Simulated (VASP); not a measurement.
The system is CsZn4Mo.

```
Cs Zn Mo
1.0
     4.20800    0.00000    0.00000
     0.00000    4.20800    0.00000
     0.00000    0.00000    6.44870
Cs Zn Mo
1 4 1
Direct
  0.00000 0.00000 0.00000
  0.50000 0.00000 0.71414
  0.00000 0.50000 0.28586
  0.50000 0.00000 0.28586
  0.00000 0.50000 0.71414
  0.50000 0.50000 0.50000
```

The cell was generated, and may not be a known phase.

* Program: VASP 6.6.1
* Task: relaxation of cell and atoms
* Functional: PBE
* Potentials or basis: VASP PAW PBE potentials, release 64 (Cs_sv, Zn, Mo_sv)
* Cutoff: 600 eV
* k mesh: 4 × 4 × 4
* Occupations: gaussian, width 0.1 eV
* Spin: no spin polarisation

At the start: pressure 18.1 GPa; volume 19.03 Å³/atom.

How do energy, volume and symmetry change on relaxing?

Over 11 steps the energy falls by 607.8 meV/atom and the volume is 27.51 Å³/atom (+44.6 %); space group P4/mmm (No. 123, to 0.1 Å) before and after.

The path:
```tsv
step	energy change (eV)	largest force (eV/Å)	pressure (GPa)	volume (Å³)
1	0.0000	1.0179	18.05	114.19
2	-1.8625	1.5892	-1.68	153.30
3	-1.8624	1.5867	-1.56	152.67
4	-2.4718	1.3345	-1.38	153.95
5	-3.5566	0.0418	1.19	156.78
6	-3.5678	0.3427	2.29	157.19
7	-3.5738	0.2248	1.92	157.08
8	-3.6314	0.0755	-1.01	170.05
9	-3.6418	0.0051	-0.33	166.14
10	-3.6417	0.0092	-0.26	165.96
11	-3.6469	0.0362	-0.02	165.08
```

Final structure:
```
Cs Zn Mo
1.0
     4.34409    0.00000    0.00000
     0.00000    4.34409    0.00000
     0.00000    0.00000    8.74774
Cs Zn Mo
1 4 1
Direct
  0.00000 0.00000 0.00000
  0.50000 0.00000 0.65513
  0.00000 0.50000 0.34487
  0.50000 0.00000 0.34487
  0.00000 0.50000 0.65513
  0.50000 0.50000 0.50000
```

Caveat: the k points lie up to 0.36 Å⁻¹ apart in the final cell, too coarse for converged energies and pressures of a metal; the volume moved by over 15 % at a fixed basis, so the end points are rough.
